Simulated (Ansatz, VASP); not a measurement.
**NbAs in VASP and in Ansatz**

```
Nb As
1.0
     2.75531    0.00000    0.00000
     0.00000    2.75531    0.00000
     0.00000    0.00000    2.75531
Nb As
1 1
Direct
  0.00000 0.00000 0.00000
  0.50000 0.50000 0.50000
```

Change from the starting cell: volume scaled by 0.65, LAPW.

Alike in both runs: task single point; functional PBEsol; k mesh 13 × 13 × 13; occupations fermi-dirac, width 0.1 eV; no spin polarisation.

|  | VASP | Ansatz |
| --- | --- | --- |
| version | VASP 6.6.1 | Ansatz 0.2.0 |
| potentials or method | VASP PAW PBE potentials, release 64 (Nb_sv, As), cutoff 500 eV | all-electron LAPW, scalar-relativistic |

VASP gave:

```
pressure (GPa) : 200.3
```

Task: Which values does Ansatz return?

Result: Pressure (GPa): 197.8.

VASP's potentials were made for PBE, not for PBEsol. Both programs put the cell under a high pressure, so it lies far from rest at this level. Ansatz ran all-electron here, and VASP with PAW potentials.

Noted on VASP's run: the cell as given lies far from equilibrium.
